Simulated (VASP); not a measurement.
Input of a VASP 6.6.1 run:

INCAR

```
SYSTEM = AlGa3N4
ALGO = Normal
EDIFF = 1E-7
ENCUT = 520
GGA = PS
ISIF = 2
ISMEAR = 0
LASPH = .True.
LCHARG = .False.
LREAL = .False.
LWAVE = .False.
NBANDS = 41
NELM = 60
PREC = Accurate
SIGMA = 0.05
```

Contents of KPOINTS:

```
k-points
0
Gamma
  6 6 6
  0 0 0
```

The input POSCAR:

```
AlGa3N4
1.0
    4.4676279409      0.0000000000      0.0000000000
    0.0000000000      4.4676279409      0.0000000000
    0.0000000000      0.0000000000      4.4676279409
Al Ga N
1 3 4
Direct
    0.0000000000      0.0000000000      0.0000000000
    0.5000000000      0.5000000000      0.0000000000
    0.5000000000      0.0000000000      0.5000000000
    0.0000000000      0.5000000000      0.5000000000
    0.7744153767      0.7744153767      0.2255846233
    0.7744153767      0.2255846233      0.7744153767
    0.2255846233      0.7744153767      0.7744153767
    0.2255846233      0.2255846233      0.2255846233
```

Potentials or basis: VASP PAW PBE potentials, release 64 (Al, Ga_d, N).

The run is started by

```sh
$ cat potpaw_PBE.64/Al/POTCAR potpaw_PBE.64/Ga_d/POTCAR potpaw_PBE.64/N/POTCAR > POTCAR
$ mpirun -np 1 vasp_std > vasp.out
```

Question: Estimate the largest force.

Answer: 4.667 eV/Å.

Question: Predict the pressure.

Answer: 3.9 GPa.

Forces in eV/Å, atoms in the order of the input:
```
Al   0.000  0.000  0.000
Ga   0.000  0.000  0.000
Ga   0.000  0.000  0.000
Ga   0.000  0.000  0.000
N   -2.695 -2.695  2.695
N   -2.695  2.695 -2.695
N    2.695 -2.695 -2.695
N    2.695  2.695  2.695
```

Caveat: the cell differs from its parent crystal (mode 24 (691.5 1/cm) frozen in, largest displacement -0.150 Å); the PAW data sets were made with another functional, which shifts forces and pressure a little.
